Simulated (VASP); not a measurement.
Runs of VASP 6.6.1 on Ir. The structure is that of space group Fm-3m (No. 225), or close to it. The cells are those of the table. 

| cell | gap on the mesh (eV) | pressure (GPa) |
| --- | --- | --- |
| a = 2.817, b = 2.817, c = 2.783 Å, angles 60.4, 60.4, 59.2°, 1 atom | none | -30.5 |
| a = 2.784, b = 2.784, c = 2.715 Å, angles 60.8, 60.8, 58.4°, 1 atom | none | -17.5 |
| a = 2.749, b = 2.749, c = 2.783 Å, angles 59.6, 59.6, 60.8°, 1 atom | none | -18.1 |
| a = 2.817, b = 2.817, c = 2.851 Å, angles 59.6, 59.6, 60.8°, 1 atom | none | (b) |
| a = 2.749, b = 2.749, c = 2.715 Å, angles 60.4, 60.4, 59.2°, 1 atom | none | -10.3 |
| a = 2.751, b = 2.751, c = 2.647 Å, angles 61.2, 61.2, 57.5°, 1 atom | none | 0.4 |
| a = 2.716, b = 2.716, c = 2.647 Å, angles 60.8, 60.8, 58.3°, 1 atom | none | (a) |

Alike in all rows: task single point; level PBEsol; potentials or basis VASP PAW PBE potentials, release 64 (Ir); no spin polarisation; k mesh 22 × 22 × 22; cutoff (eV) 520; smearing gaussian 0.15 eV.

Problem. Estimate the missing entries.

Solution. (a) 11.5; (b) -35.4.

Caveats: the PAW data sets were made with another functional, which shifts forces and pressure a little; spin-orbit coupling is left out, which moves the levels of the heavy elements.

A k mesh can miss the band edges, and the runs leave out spin-orbit coupling on Ir.

A gap of «none» marks levels without a gap at the run's occupations.
